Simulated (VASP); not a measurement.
Here is a VASP 6.6.1 calculation.

Contents of INCAR:

```
SYSTEM = Na2N
PREC = Accurate
ENCUT = 970
EDIFF = 1E-7
ISMEAR = 0
SIGMA = 0.1
LREAL = .False.
LASPH = .True.
NELM = 120
ALGO = Normal
ISIF = 3
LWAVE = .False.
LCHARG = .False.
GGA = PE
IBRION = 2
NSW = 90
EDIFFG = -0.04
GGA_COMPAT = .False.
NELMIN = 4
```

The input KPOINTS:

```
Automatic mesh
0
Gamma
  6 6 4
  0 0 0
```

Contents of POSCAR:

```
Na2N
1.0
    3.3239531500      0.0000000000      0.0000000000
   -1.6619765700      2.8786278700      0.0000000000
    0.0000000000      0.0000000000      5.8549353300
Na N
2 1
Direct
    0.3333333300      0.6666666700      0.2473006500
    0.6666666700      0.3333333300      0.7526993500
    0.0000000000      0.0000000000      0.0000000000
```

Potentials or basis: VASP PAW PBE potentials, release 64 (Na_sv, N).

Run with:

```console
$ cat potpaw_PBE.64/Na_sv/POTCAR potpaw_PBE.64/N/POTCAR > POTCAR
$ mpirun -np 1 vasp_std > vasp.out
```

Problem. Predict the space group after relaxing (to 0.1 Å).

Solution. P-3m1 (No. 164).

Problem. What does it give for the relaxed cell?

Solution. a = 3.729 Å, b = 3.729 Å, c = 5.059 Å, α = 90.00°, β = 90.00°, γ = 120.00°.

Problem. Estimate the relaxed volume.

Solution. 20.31 Å³/atom.

Problem. Predict the band gap on the k mesh.

Solution. Zero (an odd number of electrons rules out a gap without spin polarisation).

Stress tensor (GPa, compression positive):
```
-0.03  0.00  0.00
 0.00 -0.03  0.00
 0.00  0.00  0.08
```

Caveat: the k points lie up to 0.32 Å⁻¹ apart in the final cell, too coarse for converged energies and pressures of a metal.
